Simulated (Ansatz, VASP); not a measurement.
One calculation of ZnSe, two programs

INCAR

```
PREC = Accurate
ENCUT = 520
EDIFF = 1E-8
ISMEAR = -1
SIGMA = 0.03
LREAL = False
LASPH = True
NELM = 60
ALGO = Normal
ISIF = 2
LWAVE = False
LCHARG = False
GGA = CA
LEFG = True
NBANDS = 16
```

Contents of KPOINTS:

```
Automatic mesh
0
Gamma
  8 8 8
```

Contents of POSCAR:

```
ZnSe
1.0
    0.0000000000      2.8051738004      2.8051738004
    2.8051738004      0.0000000000      2.8051738004
    2.8051738004      2.8051738004      0.0000000000
Zn Se
1 1
Direct
    0.0000000000      0.0000000000      0.0000000000
    0.7500000000      0.7500000000      0.7500000000
```

Input for Ansatz:

```yaml
crystal:
  lattice:
    - [0.0, 2.8051738004, 2.8051738004]
    - [2.8051738004, 0.0, 2.8051738004]
    - [2.8051738004, 2.8051738004, 0.0]
  atoms:
    - { symbol: Zn, position: [0.0, 0.0, 0.0] }
    - { symbol: Se, position: [0.75, 0.75, 0.75] }
kpoints:
  mp_grid: { grid: [8, 8, 8] }
scf:
  occupations: { method: fermi_dirac, width: 0.03 }
hamiltonian:
  xc: lda
  pseudopotentials: { kind: paw }
output:
  forces: true
  stress: true
  eigenvalues: true
  efg: { contact_densities: true }
  write_density: true
  write_potential: true
  elf: true
  volumetric_format: npy
```

Change from the starting cell: volume scaled by 0.97, PAW files.

Alike in both runs: task electric field gradients; functional LDA; k mesh 8 × 8 × 8; occupations fermi-dirac, width 0.03 eV; no spin polarisation.

```csv
,VASP,Ansatz
version,VASP 6.6.1,Ansatz 0.2.0
potentials or method,"VASP PAW LDA potentials, release 64 (Zn, Se)","PAW with Ansatz's default frozen-core files, scalar-relativistic"
plane-wave cutoff (eV),520,420
valence electrons in the cell,18,28
```

Ansatz gave:

- gap on the k mesh at the Fermi level (eV): 1.15
- pressure (GPa): -1.6

What did VASP give for the same quantities?

gap on the k mesh at the Fermi level (eV): 1.19; pressure (GPa): -1.2.

LDA's correlation is that of Perdew and Zunger in VASP and of Perdew and Wang (1992) in Ansatz. VASP's potentials hold 18 valence electrons a cell and Ansatz's 28, so a difference there can come from the potentials and not from the codes.
